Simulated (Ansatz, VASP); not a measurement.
**One calculation of NaCl, two programs**

File INCAR:

```
PREC     = Accurate       # precision mode
ENCUT    = 520            # plane-wave cutoff, eV
EDIFF    = 1E-6           # SCF threshold, eV
ISMEAR   = 0              # smearing method
SIGMA    = 0.02           # smearing width, eV
LREAL    = False          # projectors in reciprocal space
LASPH    = True           # aspherical terms in the spheres
NELM     = 100            # most SCF steps
ALGO     = Normal         # electronic algorithm
ISIF     = 2              # what is computed and relaxed
LWAVE    = False          # write WAVECAR
LCHARG   = False          # write CHGCAR
GGA      = PS             # functional
NBANDS   = 14             # bands
```

File KPOINTS:

```
Automatic mesh
0
Gamma
  8 8 8
```

The input POSCAR:

```
NaCl
1.0
   -0.1132700000      2.8205645875      2.8205645875
    2.8205645875     -0.1132700000      2.8205645875
    2.8205645875      2.8205645875     -0.1132700000
Na Cl
1 1
Direct
    0.0000000000      0.0000000000      0.0000000000
    0.5000000000      0.5000000000      0.5000000000
```

Input for Ansatz:

```yaml
crystal:
  lattice:
    - [-0.11327, 2.8205645875, 2.8205645875]
    - [2.8205645875, -0.11327, 2.8205645875]
    - [2.8205645875, 2.8205645875, -0.11327]
  atoms:
    - { symbol: Na, position: [0.0, 0.0, 0.0] }
    - { symbol: Cl, position: [0.5, 0.5, 0.5] }
basis:
  ecutwfc: 420
kpoints:
  mp_grid: { grid: [8, 8, 8] }
hamiltonian:
  xc: pbesol
scf:
  occupations: { method: gaussian, width: 0.02 }
output:
  forces: true
  stress: true
  eigenvalues: true
  populations: true
```

Alike in both runs: task single point; functional PBEsol; k mesh 8 × 8 × 8; occupations gaussian, width 0.02 eV; no spin polarisation.

|  | VASP | Ansatz |
| --- | --- | --- |
| version | VASP 6.6.1 | Ansatz 0.2.0 |
| potentials or method | VASP PAW PBE potentials, release 64 (Na_pv, Cl), cutoff 520 eV | scalar-relativistic, plane waves, PAW |
| valence electrons in the cell | 14 | 16 |

```tsv
	VASP	Ansatz	Ansatz less VASP
gap on the k mesh at the Fermi level (eV)	4.58	4.58	+0.003
least direct gap on the mesh (eV)	4.58	4.58	+0.003
pressure (GPa)	-1.7	-1.7	0.00
traceless stress, the component that is largest in VASP (GPa)	0.42	0.42	+0.002
```

VASP's potentials were made for PBE, not for PBEsol. The functional is the same, so the differences come from potentials, cutoffs and numerics. VASP's potentials hold 14 valence electrons a cell and Ansatz's 16, so a difference there can come from the potentials and not from the codes.
